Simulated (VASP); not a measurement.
Input of a VASP 6.6.1 run:

The input INCAR:

```
SYSTEM = GaO
PREC = Accurate ; ENCUT = 520
EDIFF = 1E-6 ; ISMEAR = 0
SIGMA = 0.01 ; LREAL = .FALSE.
LASPH = .TRUE. ; NELM = 60
ALGO = Normal ; ISIF = 2
LWAVE = .FALSE. ; LCHARG = .FALSE.
GGA = PE ; NBANDS = 48
```

Contents of KPOINTS:

```
Automatic mesh
0
G
  12 12 2
  0 0 0
```

File POSCAR:

```
GaO
1.0
    3.1046628427      0.0000000000      0.0000000000
   -1.5523314213      2.6887168920      0.0000000000
    0.0000000000      0.0000000000     13.9146021099
Ga O
4 4
Direct
    0.3333333333      0.6666666667      0.1599723233
    0.6666666667      0.3333333333      0.6599723233
    0.3333333333      0.6666666667      0.3400276767
    0.6666666667      0.3333333333      0.8400276767
    0.3333333333      0.6666666667      0.6076662279
    0.6666666667      0.3333333333      0.1076662279
    0.3333333333      0.6666666667      0.8923337721
    0.6666666667      0.3333333333      0.3923337721
```

Potentials or basis: VASP PAW PBE potentials, release 64 (Ga_d, O).

The run is started by

```console
$ cat potpaw_PBE.64/Ga_d/POTCAR potpaw_PBE.64/O/POTCAR > POTCAR
$ mpirun -np 1 vasp_std > vasp.out
```

(1) Predict the pressure.

(2) Predict the largest force.

(3) Predict the band gap on the k mesh.

Answers

(1) 0.5 GPa.

(2) 0.048 eV/Å.

(3) 1.19 eV (least direct gap 1.36 eV).
